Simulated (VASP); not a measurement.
# C in VASP: a series of runs, part 2 of 2

VASP 6.6.1. The steps go on from the part before.

### Step 4. Single point, PBEsol

INCAR

```
PREC = Accurate ; ENCUT = 520
EDIFF = 1E-7 ; ISMEAR = -1
SIGMA = 0.02 ; LREAL = False
LASPH = True ; NELM = 80
ALGO = Normal ; ISIF = 2
LWAVE = False ; LCHARG = False
GGA = PS ; NBANDS = 21
```

KPOINTS

```
Automatic mesh
0
Gamma
  10 7 1
```

POSCAR

```
C
1.0
    2.5129241671      0.0000000000      0.0000000000
    0.0000000000      3.5538114383      0.0000000000
    0.0000000000      0.0000000000     18.5129000000
C
6
Direct
    0.7500000000      0.0978741860      0.4391944269
    0.2500000000      0.9021258140      0.4391944269
    0.2500000000      0.6099406944      0.4999999811
    0.7500000000      0.3900593056      0.4999999811
    0.7500000000      0.0978742058      0.5608055920
    0.2500000000      0.9021257942      0.5608055920
```

Potentials or basis: VASP PAW PBE potentials, release 64 (C).

Started as:

```sh
$ cat potpaw_PBE.64/C/POTCAR > POTCAR
$ mpirun -np 1 vasp_std > vasp.out
```

OUTCAR:

```text
PREC = Accurate
   ENCUT = 520
   EDIFF = 1E-7
   ISMEAR = -1
   LREAL = False
   LASPH = True
   NELM = 80
   ISIF = 2
   GGA = PS

 ion  position               nearest neighbor table
   1  0.750  0.098  0.439-   2 1.44   2 1.44   4 1.53
   2  0.250  0.902  0.439-   1 1.44   1 1.44   3 1.53
   3  0.250  0.610  0.500-   4 1.48   4 1.48   2 1.53   6 1.53
   4  0.750  0.390  0.500-   3 1.48   3 1.48   1 1.53   5 1.53
   5  0.750  0.098  0.561-   6 1.44   6 1.44   4 1.53
   6  0.250  0.902  0.561-   5 1.44   5 1.44   3 1.53

  LATTYP: Found a simple orthorhombic cell.
 ALAT       =     2.5129241671
 B/A-ratio  =     1.4142135624
 C/A-ratio  =     7.3670746783

  Lattice vectors:

 A1 = (   2.5129241671,   0.0000000000,   0.0000000000)
 A2 = (   0.0000000000,   3.5538114383,   0.0000000000)
 A3 = (   0.0000000000,   0.0000000000,  18.5129000000)

Analysis of symmetry for initial positions (statically):
=====================================================================
 Subroutine PRICEL returns:
 Original cell was already a primitive cell.

[... 181 lines left out ...]
 cond. band min:      -2.6586459918   @ k =   0.2000   0.4286   0.0000
 fundamental gap:      0.0408191946
 Fermi energy:        -2.6932725189

 k-point     1 :       0.0000    0.0000    0.0000
  band No.  band energies     occupation
      1     -23.6389      2.00000
      2     -18.8580      2.00000
      3     -15.8165      2.00000
      4     -14.7410      2.00000
      5     -10.3459      2.00000
      6      -9.5061      2.00000
[... 565 lines left out ...]
     20       9.2430      0.00000
     21       9.5064      0.00000

------------------------ aborting loop because EDIFF is reached ----------------------------------------

  FORCE on cell =-STRESS in cart. coord.  units (eV):
  Direction    XX          YY          ZZ          XY          YZ          ZX
  --------------------------------------------------------------------------------------
  -------------------------------------------------------------------------------------
  Total       -2.1249173      9.1895337      0.1313489      0.0000000      0.0000000      0.0000000
  in kB      -20.5922784     89.0544932      1.2728840      0.0000000      0.0000000      0.0000000
  external PRESSURE =      23.2450330 kB  Pullay stress =       0.0000000 kB

 VOLUME and BASIS-vectors are now :
 -----------------------------------------------------------------------------
  energy-cutoff  :      520.00
  volume of cell :      165.33
      direct lattice vectors                 reciprocal lattice vectors
     2.512924167  0.000000000  0.000000000     0.397942768  0.000000000  0.000000000
     0.000000000  3.553811438  0.000000000     0.000000000  0.281388030  0.000000000
     0.000000000  0.000000000 18.512900000     0.000000000  0.000000000  0.054016389

 POSITION                                       TOTAL-FORCE (eV/Angst)
 -----------------------------------------------------------------------------------
      1.88469      0.34783      8.13076         0.000000      0.028045     -0.037677
      0.62823      3.20599      8.13076         0.000000     -0.028045     -0.037677
      0.62823      2.16761      9.25645         0.000000     -0.015301      0.000000
      1.88469      1.38620      9.25645         0.000000      0.015301      0.000000
      1.88469      0.34783     10.38214         0.000000      0.028045      0.037677
      0.62823      3.20598     10.38214         0.000000     -0.028045      0.037677
 -----------------------------------------------------------------------------------
    total drift:                                0.000001     -0.000001      0.000416

  FREE ENERGIE OF THE ION-ELECTRON SYSTEM (eV)
  ---------------------------------------------------
  free  energy   TOTEN  =       -51.6076513196 eV

  energy  without entropy=      -51.6048694953  energy(sigma->0) =      -51.60626041
```

OSZICAR:

```text
N       E                     dE             d eps       ncg     rms          rms(c)
DAV:   1     0.173669379972E+03    0.17367E+03   -0.98922E+03  1008   0.898E+02
DAV:   2    -0.353707885889E+02   -0.20904E+03   -0.20182E+03  1467   0.222E+02
DAV:   3    -0.537045006731E+02   -0.18334E+02   -0.18198E+02  1281   0.727E+01
[... 14 lines left out ...]
DAV:  18    -0.516076439951E+02   -0.30260E-04   -0.23548E-06  1066   0.398E-03    0.786E-04
DAV:  19    -0.516076495132E+02   -0.55181E-05   -0.13749E-07  1011   0.160E-03    0.203E-04
DAV:  20    -0.516076508095E+02   -0.12963E-05   -0.35693E-08   997   0.835E-04    0.159E-04
DAV:  21    -0.516076512332E+02   -0.42366E-06   -0.10341E-08   927   0.424E-04    0.185E-05
DAV:  22    -0.516076513196E+02   -0.86455E-07   -0.16436E-09   936   0.166E-04
   1 F= -.51607651E+02 E0= -.51606260E+02  d E =-.278182E-02
```

stdout:

```text
POSCAR found type information on POSCAR C
 POSCAR found :  1 types and       6 ions
 scaLAPACK will be used
 -----------------------------------------------------------------------------
|                                                                             |
|                                                                             |
|     You enforced a specific xc type in the INCAR file but a different       |
|     I HOPE YOU KNOW WHAT YOU ARE DOING!                                     |
|                                                                             |
 -----------------------------------------------------------------------------

 LDA part: xc-table for (Slater+PW92), standard interpolation
 POSCAR, INCAR and KPOINTS ok, starting setup
 FFT: planning ... GRIDC
 FFT: planning ... GRID_SOFT
 FFT: planning ... GRID
 WAVECAR not read
 entering main loop
```

Run time: 2.5 min. Hardware: 1 thread of AMD EPYC 7R13, shared host; peak memory 0.24 GiB.

What came out:

```yaml
Free_energy: -51.6077 eV
Largest_force: 0.047 eV/Å
Band_gap_on_the_k_mesh: zero (band 12 reaches -2.02 eV, above the bottom of band 13 at -2.92 eV)
```

Forces in eV/Å, atoms in the order of the input:
```
C    0.000  0.028 -0.038
C    0.000 -0.028 -0.038
C    0.000 -0.015  0.000
C    0.000  0.015  0.000
C    0.000  0.028  0.038
C    0.000 -0.028  0.038
```

Caveat: the PAW data sets were made with another functional, which shifts forces and pressure a little.
